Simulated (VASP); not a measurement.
Al, 1 atom in the cell. The structure is cubic, space group Fm-3m (No. 225). The conventional cell has a = 4.050 Å, b = 4.050 Å, c = 4.050 Å, α = 90.00°, β = 90.00°, γ = 90.00°. Within 3.8 Å of Al (site symmetry m-3m) lie 12 Al at 2.86 Å. 

```yaml
Program: VASP 6.6.1
Task: relaxation of cell and atoms
Functional: PBE
Potentials_or_basis: VASP PAW PBE potentials, release 64 (Al)
Cutoff: 600 eV
k_mesh: 11 × 11 × 11
Occupations: fermi-dirac, width 0.05 eV
Spin: no spin polarisation
Dipole_correction: no
Further_INCAR_settings: ALGO = Normal; EDIFF = 1e-07; IBRION = 2; EDIFFG = -0.02; NSW = 80; ISIF = 3
```

Potentials or basis: VASP PAW PBE potentials, release 64 (Al).

Run with:

```bash
$ cat potpaw_PBE.64/Al/POTCAR > POTCAR
$ mpirun -np 1 vasp_std > vasp.out
```

Hardware: 1 thread of Intel(R) Xeon(R) Platinum 8375C CPU @ 2.90GHz (Ice Lake), with other jobs on the host.

Question: How long does it take, and how much memory?

Answer: Run time: 4.7 s on 1 thread of Intel(R) Xeon(R) Platinum 8375C CPU @ 2.90GHz (Ice Lake), with other jobs on the host, peak memory 0.13 GiB. Counts: scf iterations 16, k points 56, ion steps 2.
